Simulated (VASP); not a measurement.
Write the native input for VASP 6.6.1 that does the following.

```
Task                   : single point
Functional             : PBE
Potentials or basis    : VASP PAW PBE potentials, release 64 (Li_sv, Y_sv)
Cutoff                 : 520 eV
k mesh                 : 3 × 3 × 3
Occupations            : fermi-dirac, width 0.05 eV
Spin                   : no spin polarisation
Dipole correction      : no
Further INCAR settings : ALGO = Normal; EDIFF = 1e-06; NBANDS = 26
```

The structure of LiY3 lies in POSCAR:

```
LiY3
1.0
    4.9197100000      0.0000000000      0.0000000000
    0.0000000000      4.9197100000      0.0000000000
    0.0000000000      0.0000000000      4.9197100000
Li Y
1 3
Direct
    0.0441200000      0.9808300000      0.9994900000
    0.4790136799      0.5238000000      0.9626300000
    0.4699700000      0.9966800000      0.5034800000
    0.9885600000      0.5416300000      0.4928600000
```

The input as run:

INCAR

```
ALGO = Normal ; EDIFF = 1E-6
ENCUT = 520 ; GGA = PE
ISIF = 2 ; ISMEAR = -1
LASPH = T ; LCHARG = F
LREAL = F ; LWAVE = F
NBANDS = 26 ; NELM = 60
PREC = Accurate ; SIGMA = 0.05
```

KPOINTS

```
k-points
0
Gamma
  3 3 3
```

Potentials or basis: VASP PAW PBE potentials, release 64 (Li_sv, Y_sv).

Command:

```sh
$ cat potpaw_PBE.64/Li_sv/POTCAR potpaw_PBE.64/Y_sv/POTCAR > POTCAR
$ mpirun -np 1 vasp_std > vasp.out
```

Results of the run:

```yaml
Largest_force: 1.122 eV/Å
Band_gap_on_the_k_mesh: zero (bands 18 and 19 overlap by 0.27 eV)
```

Caveat: the k points lie up to 0.43 Å⁻¹ apart; forces of over 1 eV/Å act on the atoms, so gaps and moduli don't describe the material at rest.

It took 93 s on 1 thread of Intel Xeon 8259CL (shared host), peak memory 0.26 GiB.
